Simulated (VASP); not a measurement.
A run of VASP 6.6.1:

File INCAR:

```
PREC = Accurate ; ENCUT = 520
EDIFF = 1E-7 ; ISMEAR = 0
SIGMA = 0.1 ; LREAL = False
LASPH = True ; NELM = 100
ALGO = Fast ; ISIF = 2
LWAVE = False ; LCHARG = True
GGA = PE ; LELF = True
LVHAR = True ; NBANDS = 19
```

The input KPOINTS:

```
Automatic mesh
0
Gamma
  6 6 4
```

The input POSCAR:

```
HfW
1.0
    2.9599034011      0.0000000000      0.0000000000
   -1.4799517005      2.5633515381      0.0000000000
    0.0000000000      0.0000000000      4.9809127374
Hf W
1 1
Direct
    0.6666666667      0.3333333333      0.0000000000
    0.0000000000      0.0000000000      0.5000000000
```

Potentials or basis: VASP PAW PBE potentials, release 64 (Hf_pv, W_sv).

Command:

```console
$ cat potpaw_PBE.64/Hf_pv/POTCAR potpaw_PBE.64/W_sv/POTCAR > POTCAR
$ mpirun -np 1 vasp_std > vasp.out
```

Hardware: 1 thread of Intel(R) Xeon(R) 6975P-C (Granite Rapids) (shared host).

Estimate the wall time of this run.

It took 12 s on 1 thread of Intel(R) Xeon(R) 6975P-C (Granite Rapids), on a shared host, peak memory 0.16 GiB. Counts: scf iterations 20, k points 21.
